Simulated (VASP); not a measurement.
In:

```
In
1.0
    -1.59229    1.59229    2.42320
     1.59229   -1.59229    2.42320
     1.59229    1.59229   -2.42320
In
1
Cartesian
  0.0000 0.0000 0.0000
```

Program: VASP 6.6.1. Alike in all runs: task single point; no spin polarisation; cell as given; k mesh 11 × 11 × 11; cutoff (eV) 520; smearing fermi-dirac 0.05 eV.

**Question.** Order these runs on this cell by their pressure, lowest first.
A. level r2SCAN; potentials or basis VASP PAW PBE potentials, release 64 (In_d)
B. level PBE; potentials or basis VASP PAW PBE potentials, release 64 (In_d)
C. level LDA; potentials or basis VASP PAW LDA potentials, release 64 (In_d)
D. level PBEsol; potentials or basis VASP PAW PBE potentials, release 64 (In_d)

**Answer.** C (0.1 GPa), D (1.9 GPa), A (3.4 GPa), B (5.3 GPa).

Caveats: the PAW data sets were made with another functional, which shifts forces and pressure a little (some runs).
